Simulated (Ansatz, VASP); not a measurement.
## Al2O3 in VASP and in Ansatz

```
Al O
1.0
     7.09129    0.00000    0.00000
     0.00000    4.84757    0.00000
     0.00000    0.00000    4.98739
Al O
8 12
Direct
  0.39045 0.25215 0.03055
  0.60955 0.25215 0.46945
  0.10955 0.24785 0.53055
  0.89045 0.24785 0.96945
  0.60955 0.74785 0.96945
  0.39045 0.74785 0.53055
  0.89045 0.75215 0.46945
  0.10955 0.75215 0.03055
  0.65400 0.10697 0.10198
  0.34600 0.10697 0.39802
  0.84600 0.39303 0.60198
  0.15400 0.39303 0.89802
  0.34600 0.89303 0.89802
  0.65400 0.89303 0.60198
  0.15400 0.60697 0.39802
  0.84600 0.60697 0.10198
  0.00000 0.04945 0.25000
  0.50000 0.45055 0.75000
  0.00000 0.95055 0.75000
  0.50000 0.54945 0.25000
```

Alike in both runs: functional PBE; k mesh 4 × 6 × 6; occupations gaussian, width 0.02 eV; no spin polarisation.

Ansatz relaxed the structure, and its values are those at the end. VASP's run is a single point on that final structure, the one shown.

|  | VASP | Ansatz |
| --- | --- | --- |
| version | VASP 6.6.1 | Ansatz 0.2.0 |
| potentials or method | VASP PAW PBE potentials, release 64 (Al, O), cutoff 520 eV | scalar-relativistic, plane waves, PAW |
| valence electrons in the cell | 96 | 96 |

```csv
,VASP,Ansatz,Ansatz less VASP
gap on the k mesh at the Fermi level (eV),5.31,5.31,+0.006
least direct gap on the mesh (eV),5.31,5.31,+0.006
pressure (GPa),-0.2,0.0,+0.16
```

The functional is the same, so the differences come from potentials, cutoffs and numerics.
